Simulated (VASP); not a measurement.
# H6C16F in VASP: a series of runs

The runs below take H6C16F through single point, with PBE.

Everything below comes from runs of VASP 6.6.1. Logs are shortened: lines on timing, memory, paths and dates and some standing lists are left out, and cuts for length are marked.

## Step 1: The cell of the first run

The cell holds a slab with vacuum, 23 atoms: a = 5.049 Å, b = 5.049 Å, c = 17.776 Å, α = 90.00°, β = 90.00°, γ = 60.00°.

## Step 2: Single point, PBE, collinear spin

INCAR

```
PREC = Accurate
ENCUT = 520
EDIFF = 1E-6
ISMEAR = 0
SIGMA = 0.02
LREAL = False
LASPH = True
NELM = 200
ALGO = Normal
ISIF = 2
LWAVE = False
LCHARG = False
ISPIN = 2
MAGMOM = 0 0 0 0 0 0 0 0 0 0 0 0 0 0 0 0 0 0 0.32 0 0 0 0
LORBIT = 11
GGA = PE
NBANDS = 60
GGA_COMPAT = False
NELMDL = -8
```

KPOINTS

```
Automatic mesh
0
Gamma
  3 3 1
```

POSCAR

```
H6C16F
1.0
    5.0487420000      0.0000000000      0.0000000000
    2.5243710000      4.3723390000      0.0000000000
    0.0000000000      0.0000000000     17.7764260000
H C F
6 16 1
Direct
    0.1666667848      0.1666666285      0.0562542774
    0.6666667848      0.1666666285      0.0562542774
    0.1666666285      0.6666667429      0.0562542774
    0.6666666285      0.6666667429      0.0562542774
    0.0016971429      0.5021653170      0.3248858348
    0.5078758137      0.4904814105      0.3257590137
    0.1666667848      0.1666666285      0.1181339826
    0.6666667848      0.1666666285      0.1181339826
    0.1666666285      0.6666667429      0.1181339826
    0.6666666285      0.6666667429      0.1181339826
   -0.1666666285      0.3333332571      0.1471209680
    0.3333333715      0.3333332571      0.1471209680
   -0.1666667848      0.8333333715      0.1471209680
    0.3333332152      0.8333333715      0.1471209680
   -0.1616851858      0.3321903905      0.2354570036
    0.3389676120      0.3343937879      0.2353811728
   -0.1562545638      0.8308818232      0.2340513779
    0.3402742156      0.8342534739      0.2385383879
    0.0068474274      0.0000978881      0.2564700013
    0.5173144228      0.0022159764      0.2630885421
    0.0063551302      0.4974211743      0.2630208682
    0.5057292137      0.4994054670      0.2639753345
    0.5793647860      1.0107795850      0.3436554682
```

Potentials or basis: VASP PAW PBE potentials, release 64 (H, C, F).

On the command line:

```bash
$ cat potpaw_PBE.64/H/POTCAR potpaw_PBE.64/C/POTCAR potpaw_PBE.64/F/POTCAR > POTCAR
$ mpirun -np 1 vasp_std > vasp.out
```

OUTCAR:

```text
PREC = Accurate
   ENCUT = 520
   EDIFF = 1E-6
   ISMEAR = 0
   LREAL = False
   LASPH = True
   NELM = 200
   ISIF = 2
   ISPIN = 2
   LORBIT = 11
   GGA = PE
   NELMDL = -8

 ion  position               nearest neighbor table
   1  0.167  0.167  0.056-   7 1.10
   2  0.667  0.167  0.056-   8 1.10
   3  0.167  0.667  0.056-   9 1.10
   4  0.667  0.667  0.056-  10 1.10
   5  0.002  0.502  0.325-  21 1.10
   6  0.508  0.490  0.326-  22 1.10
   7  0.167  0.167  0.118-   1 1.10  12 1.55  14 1.55  11 1.55
   8  0.667  0.167  0.118-   2 1.10  11 1.55  13 1.55  12 1.55
   9  0.167  0.667  0.118-   3 1.10  14 1.55  13 1.55  12 1.55
  10  0.667  0.667  0.118-   4 1.10  13 1.55  14 1.55  11 1.55
  11  0.833  0.333  0.147-   8 1.55   7 1.55  10 1.55  15 1.57
  12  0.333  0.333  0.147-   7 1.55   8 1.55   9 1.55  16 1.57
  13  0.833  0.833  0.147-  10 1.55   8 1.55   9 1.55  17 1.55
  14  0.333  0.833  0.147-   9 1.55   7 1.55  10 1.55  18 1.63
  15  0.838  0.332  0.235-  19 1.50  21 1.54  22 1.54  11 1.57
  16  0.339  0.334  0.235-  20 1.53  21 1.54  22 1.54  12 1.57
  17  0.844  0.831  0.234-  19 1.51  20 1.52  13 1.55  21 1.55
  18  0.340  0.834  0.239-  19 1.49  22 1.53  20 1.57  14 1.63
  19  0.007  0.000  0.256-  18 1.49  15 1.50  17 1.51
  20  0.517  0.002  0.263-  23 1.47  17 1.52  16 1.53  18 1.57
  21  0.006  0.497  0.263-   5 1.10  16 1.54  15 1.54  17 1.55
  22  0.506  0.499  0.264-   6 1.10  18 1.53  16 1.54  15 1.54
  23  0.579  0.011  0.344-  20 1.47

  LATTYP: Found a hexagonal cell.
 ALAT       =     5.0487421480
 C/A-ratio  =     3.5209613561

  Lattice vectors:

 A1 = (  -2.5243710000,  -4.3723390000,   0.0000000000)
 A2 = (   5.0487420000,   0.0000000000,   0.0000000000)
 A3 = (   0.0000000000,   0.0000000000,  17.7764260000)

Analysis of symmetry for initial positions (statically):
=====================================================================
 Subroutine PRICEL returns:
 Original cell was already a primitive cell.

 Routine SETGRP: Setting up the symmetry group for a
 hexagonal supercell.

 Subroutine GETGRP returns: Found  1 space group operations
 (whereof  1 operations were pure point group operations)
 out of a pool of 24 trial point group operations.

The static configuration has the point symmetry C_1 .

Analysis of symmetry for dynamics (positions and initial velocities):
=====================================================================
 Subroutine PRICEL returns:
 Original cell was already a primitive cell.

 Routine SETGRP: Setting up the symmetry group for a
 hexagonal supercell.

 Subroutine GETGRP returns: Found  1 space group operations
 (whereof  1 operations were pure point group operations)
 out of a pool of 24 trial point group operations.

The dynamic configuration has the point symmetry C_1 .

Analysis of structural, dynamic, and magnetic symmetry:
=====================================================================
 Subroutine PRICEL returns:
 Original cell was already a primitive cell.

 Routine SETGRP: Setting up the symmetry group for a
 hexagonal supercell.

 Subroutine GETGRP returns: Found  1 space group operations
 (whereof  1 operations were pure point group operations)
 out of a pool of 24 trial point group operations.

The overall configuration has the point symmetry C_1 .

 Subroutine INISYM returns: Found  1 space group operations
 (whereof  1 operations are pure point group operations),
 and found     1 'primitive' translations

----------------------------------------------------------------------------------------

                                     Primitive cell

  volume of cell :     392.4113

  direct lattice vectors                    reciprocal lattice vectors
     5.048742000  0.000000000  0.000000000     0.198069143 -0.114355268  0.000000000
     2.524371000  4.372339000  0.000000000     0.000000000  0.228710537  0.000000000
     0.000000000  0.000000000 17.776426000     0.000000000  0.000000000  0.056254277

  length of vectors
     5.048742000  5.048742148 17.776426000     0.228710544  0.228710537  0.056254277

  position of ions in fractional coordinates (direct lattice)
     0.166666785  0.166666629  0.056254277
     0.666666785  0.166666629  0.056254277
     0.166666629  0.666666743  0.056254277
     0.666666629  0.666666743  0.056254277
     0.001697143  0.502165317  0.324885835
     0.507875814  0.490481411  0.325759014
[... 15 lines left out ...]
     0.505729214  0.499405467  0.263975335
     0.579364786  0.010779585  0.343655468

  ion indices of the primitive-cell ions
   primitive index   ion index
                 1           1
                 2           2
                 3           3
                 4           4
                 5           5
                 6           6
[... 15 lines left out ...]
                22          22
                23          23

----------------------------------------------------------------------------------------

 KPOINTS: Automatic mesh

Automatic generation of k-mesh.
 Grid dimensions read from file:
 generate k-points for:    3    3    1

 Generating k-lattice:

  Cartesian coordinates                     Fractional coordinates (reciprocal lattice)
     0.066023048 -0.038118423  0.000000000     0.333333333 -0.000000000  0.000000000
     0.000000000  0.076236846  0.000000000     0.000000000  0.333333333  0.000000000
     0.000000000  0.000000000  0.056254277     0.000000000  0.000000000  1.000000000

  Length of vectors
     0.076236848  0.076236846  0.056254277

  Shift w.r.t. Gamma in fractional coordinates (k-lattice)
     0.000000000  0.000000000  0.000000000

 Subroutine IBZKPT returns following result:
 ===========================================

 Found      5 irreducible k-points:

 Following reciprocal coordinates:
            Coordinates               Weight
  0.000000  0.000000  0.000000      1.000000
  0.333333 -0.000000  0.000000      2.000000
  0.333333  0.333333  0.000000      2.000000
  0.000000  0.333333  0.000000      2.000000
 -0.333333  0.333333  0.000000      2.000000
   k-points           NKPTS =      5   k-points in BZ     NKDIM =      5   number of bands    NBANDS=     60
   number of dos      NEDOS =    301   number of ions     NIONS =     23
   total plane-waves  NPLWV = 224000
   dimension x,y,z NGX =    40 NGY =   40 NGZ =  140
   dimension x,y,z NGXF=    80 NGYF=   80 NGZF=  280
   ions per type =               6  16   1
   NGX,Y,Z   is equivalent  to a cutoff of  13.17, 13.17, 13.09 a.u.
   NGXF,Y,Z  is equivalent  to a cutoff of  26.34, 26.34, 26.19 a.u.
 SYSTEM =  unknown system
   PREC   = accura    normal or accurate (medium, high low for compatibility)
   ISTART =      0    job   : 0-new  1-cont  2-samecut
   ICHARG =      2    charge: 1-file 2-atom 10-const
   ISPIN  =      2    spin polarized calculation?
   LNONCOLLINEAR =      F non collinear calculations
   LSORBIT =      F    spin-orbit coupling
   LASPH  =      T    aspherical Exc in radial PAW
   ENCUT  =  520.0 eV  38.22 Ry    6.18 a.u.   9.39  9.39 33.05*2*pi/ulx,y,z
   NELM   =    200;   NELMIN=  2; NELMDL= -8     # of ELM steps
   EDIFF  = 0.1E-05   stopping-criterion for ELM
   LREAL  =      F    real-space projection
   EDIFFG = 0.1E-04   stopping-criterion for IOM
   NSW    =      0    number of steps for IOM
   IBRION =     -1    ionic relax: 0-MD 1-quasi-New 2-CG
   NFREE  =      0    steps in history (QN), initial steepest desc. (CG)
   ISIF   =      2    stress and relaxation
   ISYM   =      2    0-nonsym 1-usesym 2-fastsym
   POTIM  = 0.5000    time-step for ionic-motion
   TEBEG  =    0.0;   TEEND  =   0.0 temperature during run
   PSTRESS=    0.0 pullay stress
   NELECT =      77.0000    total number of electrons
   NUPDOWN=      -1.0000    fix difference up-down
   EMIN   =  10.00;   EMAX   =-10.00  energy-range for DOS
   EFERMI =   0.00;   METHOD = LEGACY
   ISMEAR =     0;   SIGMA  =   0.02  broadening in eV -4-tet -1-fermi 0-gaus
   EFERMI_NEDOS =   21; number of points for ismear=-14 and -15
   IALGO  =     38    algorithm
   IMIX   =      4    mixing-type and parameters
     AMIX     =   0.40;   BMIX     =  1.00
     AMIX_MAG =   1.60;   BMIX_MAG =  1.00
  volume/ion in A,a.u.               =      17.06       115.14
  Fermi-wavevector in a.u.,A,eV,Ry     =   0.951316  1.797726 12.313289  0.905001
  Thomas-Fermi vector in A             =   2.079774
   LORBIT       =     11    0 simple, 1 ext, 2 COOP (PROOUT), +10 PAW based schemes
   GGA     = PE    functional components
   LHFCALC =     F    Hartree Fock is set to
   AEXX    =    0.0000 exact exchange contribution
   IVDW    =     0    specifies the selected vdW correction
   LEPSILON=     F    determine dielectric tensor
   LRPA    =     F    only Hartree local field effects (RPA)
 spin polarized calculation
 Gauss-broadening in eV      SIGMA  =   0.02
  energy-cutoff  :      520.00
  volume of cell :      392.41
 maximum number of plane-waves:     10627
 NGX is ok and might be reduce to    40
   NGX = 19   NGY = 19   NGZ = 67

 number of electron      77.0000006 magnetization       1.0000005

 Free energy of the ion-electron system (eV)
  ---------------------------------------------------
  ext. energy  EPLUGINS =         0.00000000
  ---------------------------------------------------
  free energy    TOTEN  =      -169.58986186 eV

  energy without entropy =     -169.58986186  energy(sigma->0) =     -169.58986186

 E-fermi :  -0.4732     XC(G=0):  -4.6642

 val. band max:       -0.6335384825   @ k =  -0.3333   0.3333   0.0000
 cond. band min:       0.7147233961   @ k =   0.0000   0.0000   0.0000
 fundamental gap:      1.3482618786
 Fermi energy:        -0.4732104020

 spin component 1

 k-point     1 :       0.0000    0.0000    0.0000
  band No.  band energies     occupation
      1     -25.6302      1.00000
      2     -20.8990      1.00000
      3     -18.1685      1.00000
      4     -15.8414      1.00000
      5     -15.7348      1.00000
      6     -15.6312      1.00000
[... 254 lines left out ...]
     49       6.4528      0.00000
     50       6.5622      0.00000
 Fermi energy:        -0.4732104020

 spin component 2

 k-point     1 :       0.0000    0.0000    0.0000
  band No.  band energies     occupation
      1     -25.6125      1.00000
      2     -20.8298      1.00000
      3     -18.1033      1.00000
      4     -15.7934      1.00000
      5     -15.6493      1.00000
      6     -15.5748      1.00000
[... 254 lines left out ...]
     49       6.5366      0.00000
     50       6.6206      0.00000
 [bands above 50 left out]

------------------------ aborting loop because EDIFF is reached ----------------------------------------

  FORCE on cell =-STRESS in cart. coord.  units (eV):
  Direction    XX          YY          ZZ          XY          YZ          ZX
  --------------------------------------------------------------------------------------
  -------------------------------------------------------------------------------------
  Total        0.9046257      1.8384096     -3.0214270     -0.4491636      0.0489404     -5.1427269
  in kB        3.6934996      7.5060492    -12.3361951     -1.8338918      0.1998190    -20.9972583
  external PRESSURE =      -0.3788821 kB  Pullay stress =       0.0000000 kB

 VOLUME and BASIS-vectors are now :
 -----------------------------------------------------------------------------
  energy-cutoff  :      520.00
  volume of cell :      392.41
      direct lattice vectors                 reciprocal lattice vectors
     5.048742000  0.000000000  0.000000000     0.198069143 -0.114355268  0.000000000
     2.524371000  4.372339000  0.000000000     0.000000000  0.228710537  0.000000000
     0.000000000  0.000000000 17.776426000     0.000000000  0.000000000  0.056254277

 POSITION                                       TOTAL-FORCE (eV/Angst)
 -----------------------------------------------------------------------------------
      1.26219      0.72872      1.00000         0.014529     -0.011323     -0.192591
      3.78656      0.72872      1.00000         0.016424     -0.012435     -0.191875
      2.52437      2.91489      1.00000         0.068429      0.010690     -0.170856
      5.04874      2.91489      1.00000         0.009882      0.005014     -0.240454
      1.27622      2.19564      5.77531         0.045480     -0.025699      0.001918
      3.80229      2.14455      5.79083         0.037463      0.073290      0.007742
[... 15 lines left out ...]
      3.81398      2.18357      4.69254         0.040180      0.010905     -0.026501
      2.95228      0.04713      6.10897        -1.637206     -0.105679     -0.348924
 -----------------------------------------------------------------------------------
    total drift:                               -0.000363     -0.000072     -0.000433

  FREE ENERGIE OF THE ION-ELECTRON SYSTEM (eV)
  ---------------------------------------------------
  free  energy   TOTEN  =      -169.5898618639 eV

  energy  without entropy=     -169.5898618639  energy(sigma->0) =     -169.58986186

 total charge

# of ion       s       p       d       tot
------------------------------------------
    1        0.650   0.044   0.000   0.694
    2        0.651   0.044   0.000   0.694
    3        0.650   0.044   0.000   0.694
    4        0.650   0.044   0.000   0.694
    5        0.644   0.045   0.000   0.689
    6        0.644   0.046   0.000   0.690
[... 15 lines left out ...]
   22        0.836   1.768   0.000   2.604
   23        1.748   4.327   0.000   6.075
--------------------------------------------------
tot         18.951  32.297   0.000  51.249

 magnetization (x)

# of ion       s       p       d       tot
------------------------------------------
    1        0.002  -0.000   0.000   0.002
    2        0.002  -0.000   0.000   0.002
    3        0.001  -0.000   0.000   0.001
    4        0.005   0.000   0.000   0.005
    5       -0.001   0.000   0.000  -0.000
    6       -0.001   0.000   0.000  -0.001
[... 15 lines left out ...]
   22        0.003   0.010   0.000   0.013
   23        0.000   0.009   0.000   0.009
--------------------------------------------------
tot          0.067   0.485   0.000   0.552
```

Wall time 8.7 min (1 thread of Intel Xeon 6975P-C (Granite Rapids), shared host); peak memory 0.74 GiB.

Results:

```yaml
Free_energy: -169.5899 eV
Largest_force: 1.677 eV/Å
Band_gap_on_the_k_mesh: 1.35 eV (least direct gap 1.64 eV)
Net_moment: 1.00 μB per cell
Site_moments: H +0.00, +0.01, -0.00 (each value once); C -0.00, +0.01, +0.03, +0.00, +0.04, -0.01, +0.43 (each value once); F +0.01 μB
Valence_electrons_inside_the_program's_atomic_spheres: H 0.69; C 2.59, 2.55, 2.56, 2.52, 2.57, 2.60, 2.54, 2.53, 2.45 (each value once); F 6.08
```

Forces in eV/Å, atoms in the order of the input:
```
H    0.015 -0.011 -0.193
H    0.016 -0.012 -0.192
H    0.068  0.011 -0.171
H    0.010  0.005 -0.240
H    0.045 -0.026  0.002
H    0.037  0.073  0.008
C   -0.013 -0.002  1.275
C    0.025  0.037  1.139
C    0.002 -0.015  1.344
C   -0.020 -0.026  1.129
C    0.097  0.161 -0.979
C    0.244 -0.162 -0.604
C    0.080 -0.177 -1.377
C    0.747  0.112 -0.605
C    0.045  0.026 -0.009
C    0.034  0.019 -0.060
C    0.042  0.014 -0.010
C    0.066  0.006 -0.108
C    0.060  0.016  0.055
C   -0.054  0.012 -0.008
C    0.051  0.035 -0.021
C    0.040  0.011 -0.027
F   -1.637 -0.106 -0.349
```

Levels at points of the mesh, in eV from the valence-band top:
Spin up:
| k point | band 37 | band 38 | band 39 | band 40 | band 41 | band 42 |
| --- | --- | --- | --- | --- | --- | --- |
| (0.00, 0.00, 0.00) | -0.77 | -0.73 | -0.29 | 2.68 | 3.82 | 4.32 |
Spin down:
```csv
k point,band 34,band 35,band 36,band 37,band 38,band 39,band 40,band 41,band 42,band 43
"(0.00, 0.00, 0.00)",-2.90,-2.12,-1.98,-0.72,-0.68,1.35,2.82,3.89,4.38,5.23
```

Caveat: the k points lie up to 0.48 Å⁻¹ apart; there is no dipole correction, which matters where the two faces differ.

[end of part 1 of 2]
